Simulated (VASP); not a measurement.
# Al6NiPt5 (P4/mmm) in VASP: single point with PBE

Aim: the single point of Al6NiPt5 with PBE.

Everything below comes from runs of VASP 6.6.1. Logs are shortened: lines on timing, memory, paths and dates and some standing lists are left out, and cuts for length are marked.

### Step 1. The cell of the first run

The structure is tetragonal, space group P4/mmm (No. 123). Conventional cell: a = 4.429 Å, b = 4.429 Å, c = 9.395 Å, α = 90.00°, β = 90.00°, γ = 90.00°. Within 3.6 Å of Al (site symmetry mmm) lie 8 Pt at 2.71 Å and 6 Al at 3.13 Å. Al (site symmetry 2mm) has 6 Pt at 2.71 Å and 2 Ni at 2.71 Å and 6 Al at 3.13 Å within 3.6 Å. Ni (site symmetry 4/mmm) has 8 Al at 2.71 Å and 6 Pt at 3.13 Å within 3.6 Å. Within 3.6 Å of Pt (site symmetry 4mm) lie 8 Al at 2.71 Å and 6 Pt at 3.13 Å. Within 3.6 Å of Pt (site symmetry 4/mmm) lie 8 Al at 2.71 Å and 2 Pt at 3.13 Å and 4 Ni at 3.13 Å. Within 3.6 Å of Pt (site symmetry 4mm) lie 8 Al at 2.71 Å and 1 Ni at 3.13 Å and 5 Pt at 3.13 Å.

### Step 2. Single point, PBE, collinear spin, ferromagnetic start

The input, INCAR:

```
SYSTEM = Al6NiPt5
PREC = Accurate
ENCUT = 520
EDIFF = 1E-6
ISMEAR = 0
SIGMA = 0.1
LREAL = .FALSE.
LASPH = .TRUE.
NELM = 150
ALGO = Fast
ISIF = 2
LWAVE = .FALSE.
LCHARG = .TRUE.
ISPIN = 2
MAGMOM = 0 0 0 0 0 0 2 0 0 0 0 0
LORBIT = 11
LMAXMIX = 4
GGA = PE
LELF = .TRUE.
LVHAR = .TRUE.
NBANDS = 55
```

The input, KPOINTS:

```
Automatic mesh
0
G
  4 4 2
  0 0 0
```

The input, POSCAR:

```
Al6NiPt5
1.0
    4.4288208800      0.0000000000      0.0000000000
    0.0000000000      4.4288208800      0.0000000000
    0.0000000000      0.0000000000      9.3949478300
Al Ni Pt
6 1 5
Direct
    0.5000000000      0.0000000000      0.0000000000
    0.5000000000      0.0000000000      0.3333333300
    0.5000000000      0.0000000000      0.6666666700
    0.0000000000      0.5000000000      0.0000000000
    0.0000000000      0.5000000000      0.3333333300
    0.0000000000      0.5000000000      0.6666666700
    0.0000000000      0.0000000000      0.5000000000
    0.5000000000      0.5000000000      0.1666666700
    0.5000000000      0.5000000000      0.5000000000
    0.5000000000      0.5000000000      0.8333333300
    0.0000000000      0.0000000000      0.1666666700
    0.0000000000      0.0000000000      0.8333333300
```

Potentials or basis: VASP PAW PBE potentials, release 64 (Al, Ni, Pt).

Started as:

```console
$ cat potpaw_PBE.64/Al/POTCAR potpaw_PBE.64/Ni/POTCAR potpaw_PBE.64/Pt/POTCAR > POTCAR
$ mpirun -np 1 vasp_std > vasp.out
```

OUTCAR:

```text
SYSTEM = Al6NiPt5
   PREC = Accurate
   ENCUT = 520
   EDIFF = 1E-6
   ISMEAR = 0
   LREAL = .FALSE.
   LASPH = .TRUE.
   NELM = 150
   ISIF = 2
   ISPIN = 2
   LORBIT = 11
   GGA = PE

 ion  position               nearest neighbor table
   1  0.500  0.000  0.000-   8 2.71  10 2.71  11 2.71  12 2.71   8 2.71  10 2.71  11 2.71  12 2.71
                             2 3.13   3 3.13   4 3.13   4 3.13   4 3.13   4 3.13
   2  0.500  0.000  0.333-   8 2.71  11 2.71   8 2.71  11 2.71   9 2.71   9 2.71   7 2.71   7 2.71
                             1 3.13   5 3.13   5 3.13   5 3.13   5 3.13   3 3.13
   3  0.500  0.000  0.667-  10 2.71  12 2.71  10 2.71  12 2.71   9 2.71   7 2.71   7 2.71   9 2.71
                             1 3.13   6 3.13   6 3.13   6 3.13   6 3.13   2 3.13
   4  0.000  0.500  0.000-   8 2.71  10 2.71  11 2.71  12 2.71  11 2.71  12 2.71   8 2.71  10 2.71
                             5 3.13   6 3.13   1 3.13   1 3.13   1 3.13   1 3.13
   5  0.000  0.500  0.333-   8 2.71  11 2.71  11 2.71   8 2.71   7 2.71   9 2.71   7 2.71   9 2.71
                             4 3.13   2 3.13   2 3.13   2 3.13   2 3.13   6 3.13
   6  0.000  0.500  0.667-  10 2.71  12 2.71  12 2.71  10 2.71   7 2.71   7 2.71   9 2.71   9 2.71
                             4 3.13   3 3.13   3 3.13   3 3.13   3 3.13   5 3.13
   7  0.000  0.000  0.500-   2 2.71   3 2.71   5 2.71   6 2.71   5 2.71   6 2.71   2 2.71   3 2.71
                            11 3.13  12 3.13   9 3.13   9 3.13   9 3.13   9 3.13
   8  0.500  0.500  0.167-   2 2.71   5 2.71   2 2.71   5 2.71   1 2.71   4 2.71   4 2.71   1 2.71
                             9 3.13  11 3.13  11 3.13  11 3.13  11 3.13  10 3.13
   9  0.500  0.500  0.500-   2 2.71   3 2.71   5 2.71   6 2.71   2 2.71   3 2.71   5 2.71   6 2.71
                             8 3.13  10 3.13   7 3.13   7 3.13   7 3.13   7 3.13
  10  0.500  0.500  0.833-   3 2.71   6 2.71   3 2.71   6 2.71   1 2.71   4 2.71   4 2.71   1 2.71
                             9 3.13  12 3.13  12 3.13  12 3.13  12 3.13   8 3.13
  11  0.000  0.000  0.167-   2 2.71   5 2.71   5 2.71   2 2.71   4 2.71   4 2.71   1 2.71   1 2.71
                             7 3.13   8 3.13   8 3.13   8 3.13   8 3.13  12 3.13
  12  0.000  0.000  0.833-   3 2.71   6 2.71   6 2.71   3 2.71   4 2.71   4 2.71   1 2.71   1 2.71
                             7 3.13  10 3.13  10 3.13  10 3.13  10 3.13  11 3.13

  LATTYP: Found a simple tetragonal cell.
 ALAT       =     4.4288208800
 C/A-ratio  =     2.1213203434

  Lattice vectors:

 A1 = (   4.4288208800,   0.0000000000,   0.0000000000)
 A2 = (   0.0000000000,   4.4288208800,   0.0000000000)
 A3 = (   0.0000000000,   0.0000000000,   9.3949478300)

Analysis of symmetry for initial positions (statically):
=====================================================================
 Subroutine PRICEL returns:
 Original cell was already a primitive cell.

 Routine SETGRP: Setting up the symmetry group for a
 simple tetragonal supercell.

 Subroutine GETGRP returns: Found 16 space group operations
 (whereof 16 operations were pure point group operations)
 out of a pool of 16 trial point group operations.

The static configuration has the point symmetry D_4h.

Analysis of symmetry for dynamics (positions and initial velocities):
=====================================================================
 Subroutine PRICEL returns:
 Original cell was already a primitive cell.

 Routine SETGRP: Setting up the symmetry group for a
 simple tetragonal supercell.

 Subroutine GETGRP returns: Found 16 space group operations
 (whereof 16 operations were pure point group operations)
 out of a pool of 16 trial point group operations.

The dynamic configuration has the point symmetry D_4h.

Analysis of structural, dynamic, and magnetic symmetry:
=====================================================================
 Subroutine PRICEL returns:
 Original cell was already a primitive cell.

 Routine SETGRP: Setting up the symmetry group for a
 simple tetragonal supercell.

 Subroutine GETGRP returns: Found 16 space group operations
 (whereof 16 operations were pure point group operations)
 out of a pool of 16 trial point group operations.

The overall configuration has the point symmetry D_4h.

 Subroutine INISYM returns: Found 16 space group operations
 (whereof 16 operations are pure point group operations),
 and found     1 'primitive' translations

----------------------------------------------------------------------------------------

                                     Primitive cell

  volume of cell :     184.2768

  direct lattice vectors                    reciprocal lattice vectors
[... 104 lines left out ...]
   PSTRESS=    0.0 pullay stress
   NELECT =      78.0000    total number of electrons
   NUPDOWN=      -1.0000    fix difference up-down
   EMIN   =  10.00;   EMAX   =-10.00  energy-range for DOS
   EFERMI =   0.00;   METHOD = LEGACY
   ISMEAR =     0;   SIGMA  =   0.10  broadening in eV -4-tet -1-fermi 0-gaus
   EFERMI_NEDOS =   21; number of points for ismear=-14 and -15
   IALGO  =     68    algorithm
   IMIX   =      4    mixing-type and parameters
     AMIX     =   0.40;   BMIX     =  1.00
     AMIX_MAG =   1.60;   BMIX_MAG =  1.00
  volume/ion in A,a.u.               =      15.36       103.63
  Fermi-wavevector in a.u.,A,eV,Ry     =   1.229182  2.322817 20.556882  1.510888
  Thomas-Fermi vector in A             =   2.364079
   LORBIT       =     11    0 simple, 1 ext, 2 COOP (PROOUT), +10 PAW based schemes
   GGA     = PE    functional components
   LHFCALC =     F    Hartree Fock is set to
   AEXX    =    0.0000 exact exchange contribution
   IVDW    =     0    specifies the selected vdW correction
   LEPSILON=     F    determine dielectric tensor
   LRPA    =     F    only Hartree local field effects (RPA)
 spin polarized calculation
 RMM-DIIS sequential band-by-band and
 Gauss-broadening in eV      SIGMA  =   0.10
  energy-cutoff  :      520.00
  volume of cell :      184.28
 maximum number of plane-waves:      4988
 NGX is ok and might be reduce to    36
   NGX = 17   NGY = 17   NGZ = 35

 number of electron      77.9999983 magnetization      -0.0005636

 number of electron      77.9999983 magnetization       0.0008664

 Free energy of the ion-electron system (eV)
  ---------------------------------------------------
  ext. energy  EPLUGINS =         0.00000000
  ---------------------------------------------------
  free energy    TOTEN  =       -68.42858428 eV

  energy without entropy =      -68.39627202  energy(sigma->0) =      -68.41242815

 E-fermi :   9.6642     XC(G=0): -11.7377

 val. band max:        9.6624066082   @ k =   0.5000   0.2500   0.0000
 cond. band min:       9.6694736571   @ k =   0.2500   0.0000   0.0000
 fundamental gap:      0.0070670488
 Fermi energy:         9.6642330372

 spin component 1

 k-point     1 :       0.0000    0.0000    0.0000
  band No.  band energies     occupation
      1      -1.2980      1.00000
      2       0.4073      1.00000
      3       0.7910      1.00000
      4       2.5464      1.00000
      5       3.2141      1.00000
      6       3.9245      1.00000
[... 637 lines left out ...]
     50      15.3960      0.00000
     51      15.4135      0.00000
 Fermi energy:         9.6642330372

 spin component 2

 k-point     1 :       0.0000    0.0000    0.0000
  band No.  band energies     occupation
      1      -1.2979      1.00000
      2       0.4074      1.00000
      3       0.7910      1.00000
      4       2.5465      1.00000
      5       3.2141      1.00000
      6       3.9245      1.00000
[... 637 lines left out ...]
     50      15.3961      0.00000
     51      15.4135      0.00000
 [bands above 51 left out]

------------------------ aborting loop because EDIFF is reached ----------------------------------------

  FORCE on cell =-STRESS in cart. coord.  units (eV):
  Direction    XX          YY          ZZ          XY          YZ          ZX
  --------------------------------------------------------------------------------------
  -------------------------------------------------------------------------------------
  Total      -11.4479676    -11.4479676    -11.9370766      0.0000000     -0.0000000      0.0000000
  in kB      -99.5332918    -99.5332918   -103.7858047      0.0000000     -0.0000000      0.0000000
  external PRESSURE =    -100.9507961 kB  Pullay stress =       0.0000000 kB

 VOLUME and BASIS-vectors are now :
 -----------------------------------------------------------------------------
  energy-cutoff  :      520.00
  volume of cell :      184.28
      direct lattice vectors                 reciprocal lattice vectors
     4.428820880  0.000000000  0.000000000     0.225793733  0.000000000  0.000000000
     0.000000000  4.428820880  0.000000000     0.000000000  0.225793733  0.000000000
     0.000000000  0.000000000  9.394947830     0.000000000  0.000000000  0.106440187

 POSITION                                       TOTAL-FORCE (eV/Angst)
 -----------------------------------------------------------------------------------
      2.21441      0.00000      0.00000        -0.000000     -0.000000      0.000000
      2.21441      0.00000      3.13165         0.000000      0.000000      0.401269
      2.21441      0.00000      6.26330        -0.000000      0.000000     -0.401269
      0.00000      2.21441      0.00000        -0.000000     -0.000000      0.000000
      0.00000      2.21441      3.13165        -0.000000      0.000000      0.401269
      0.00000      2.21441      6.26330         0.000000      0.000000     -0.401269
      0.00000      0.00000      4.69747        -0.000000     -0.000000      0.000000
      2.21441      2.21441      1.56582        -0.000000     -0.000000     -0.191149
      2.21441      2.21441      4.69747        -0.000000     -0.000000      0.000000
      2.21441      2.21441      7.82912        -0.000000      0.000000      0.191149
      0.00000      0.00000      1.56582        -0.000000     -0.000000      0.135522
      0.00000      0.00000      7.82912        -0.000000     -0.000000     -0.135522
 -----------------------------------------------------------------------------------
    total drift:                                0.000000      0.000000      0.000000

  FREE ENERGIE OF THE ION-ELECTRON SYSTEM (eV)
  ---------------------------------------------------
  free  energy   TOTEN  =       -68.4285842789 eV

  energy  without entropy=      -68.3962720183  energy(sigma->0) =      -68.41242815

 total charge

# of ion       s       p       d       tot
------------------------------------------
    1        0.353   0.345   0.000   0.699
    2        0.356   0.340   0.000   0.696
    3        0.356   0.340   0.000   0.696
    4        0.353   0.345   0.000   0.699
    5        0.356   0.340   0.000   0.696
    6        0.356   0.340   0.000   0.696
    7        0.377   0.334   8.435   9.145
    8        0.664   0.541   8.186   9.390
    9        0.684   0.558   8.129   9.371
   10        0.664   0.541   8.186   9.390
   11        0.674   0.559   8.154   9.387
   12        0.674   0.559   8.154   9.387
--------------------------------------------------
tot          5.866   5.142  49.243  60.251

 magnetization (x)

# of ion       s       p       d       tot
------------------------------------------
    1        0.000   0.000   0.000   0.000
    2        0.000   0.000   0.000   0.000
    3        0.000   0.000   0.000   0.000
    4        0.000   0.000   0.000   0.000
    5        0.000   0.000   0.000   0.000
    6        0.000   0.000   0.000   0.000
    7       -0.000   0.000   0.000   0.000
    8       -0.000   0.000  -0.000  -0.000
    9        0.000   0.000   0.000   0.000
   10       -0.000   0.000  -0.000  -0.000
   11        0.000   0.000  -0.000   0.000
   12        0.000   0.000  -0.000   0.000
--------------------------------------------------
tot          0.000   0.000   0.000   0.000
```

Run time: 7.8 min. Hardware: 1 thread of Oxide Virtual Turin-like, shared host; peak memory 0.43 GiB.

What came out:

```
Free energy                                           : -68.4286 eV
Pressure                                              : -10.1 GPa
Largest force                                         : 0.401 eV/Å
Band gap on the k mesh                                : zero (filled and empty bands overlap)
Net moment                                            : 0.00 μB per cell
Valence electrons inside the program's atomic spheres : Al 0.70; Ni 9.14; Pt 9.39, 9.37 (each value once)
```

Forces in eV/Å, atoms in the order of the input:
```
Al   0.000  0.000  0.000
Al   0.000  0.000  0.401
Al   0.000  0.000 -0.401
Al   0.000  0.000  0.000
Al   0.000  0.000  0.401
Al   0.000  0.000 -0.401
Ni   0.000  0.000  0.000
Pt   0.000  0.000 -0.191
Pt   0.000  0.000  0.000
Pt   0.000  0.000  0.191
Pt   0.000  0.000  0.136
Pt   0.000  0.000 -0.136
```

Stress tensor (GPa, compression positive):
```
 -9.95   0.00   0.00
  0.00  -9.95   0.00
  0.00   0.00 -10.38
```

Levels at points of the mesh, in eV from the Fermi level:
Spin up:
```
           k point  band 35  band 36  band 37  band 38  band 39  band 40  band 41  band 42
(0.00, 0.00, 0.00)    -0.88    -0.46    -0.45     0.58     0.58     0.73     0.73     0.94
(0.50, 0.00, 0.00)    -1.74    -1.60     0.89     0.90     1.08     1.21     1.37     1.38
(0.50, 0.50, 0.00)    -1.51    -1.51    -0.98    -0.97    -0.95    -0.93    -0.71    -0.66
(0.00, 0.00, 0.50)    -1.13    -1.13    -0.88    -0.79     0.63     0.97     0.97     1.70
(0.50, 0.00, 0.50)    -1.55    -1.25    -0.74    -0.63     1.52     1.73     1.95     2.03
(0.50, 0.50, 0.50)    -1.55    -1.55    -1.32    -1.15    -0.92    -0.91    -0.72    -0.68
```
Spin down:
```csv
k point,band 34,band 35,band 36,band 37,band 38,band 39,band 40,band 41,band 42,band 43
"(0.00, 0.00, 0.00)",-1.32,-0.88,-0.46,-0.45,0.58,0.58,0.73,0.73,0.94,1.15
"(0.50, 0.00, 0.00)",-1.78,-1.74,-1.60,0.89,0.90,1.08,1.21,1.37,1.38,1.96
"(0.50, 0.50, 0.00)",-1.62,-1.51,-1.51,-0.98,-0.97,-0.95,-0.93,-0.71,-0.66,2.34
"(0.00, 0.00, 0.50)",-1.16,-1.13,-1.13,-0.88,-0.79,0.63,0.97,0.97,1.70,1.75
"(0.50, 0.00, 0.50)",-1.69,-1.55,-1.25,-0.73,-0.63,1.52,1.73,1.95,2.03,2.05
"(0.50, 0.50, 0.50)",-1.62,-1.55,-1.55,-1.32,-1.15,-0.92,-0.91,-0.72,-0.68,0.76
```

Caveat: the cell stands under tension; the moments typed at the start vanished in this run; spin-orbit coupling is left out, which moves the levels of the heavy elements.
